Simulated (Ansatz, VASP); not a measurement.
**LuSi2: VASP beside Ansatz**

```xyz
3
Lattice="3.7500 0.0000 0.0000 -1.8750 3.2476 0.0000 0.0000 0.0000 3.9690" Properties=species:S:1:pos:R:3 pbc="T T T"
Lu    0.0000    0.0000    0.0000
Si    0.0000    2.1651    1.9845
Si    1.8750    1.0825    1.9845
```

Change from the starting cell: zz strain of -2 %, crystal datasets.

Alike in both runs: task electric field gradients; functional PBEsol; k mesh 13 × 13 × 10; occupations fermi-dirac, width 0.05 eV; no spin polarisation.

|  | VASP | Ansatz |
| --- | --- | --- |
| version | VASP 6.6.1 | Ansatz 0.2.0 |
| potentials or method | VASP PAW PBE potentials, release 64 (Lu, Si), cutoff 520 eV | all-electron PAW with datasets made for the crystal, scalar-relativistic |

|  | VASP | Ansatz | Ansatz less VASP |
| --- | --- | --- | --- |
| pressure (GPa) | 15.8 | 15.3 | -0.50 |
| traceless stress, the component that is largest in VASP (GPa) | -16.97 | -16.95 | +0.019 |
| size of Vzz on the site where it differs most (V/Å²) | 5.2 | 0.1 | -5.16 |

VASP's potentials were made for PBE, not for PBEsol. Ansatz ran all-electron here, and VASP with PAW potentials.

Neither program's run includes spin-orbit coupling.
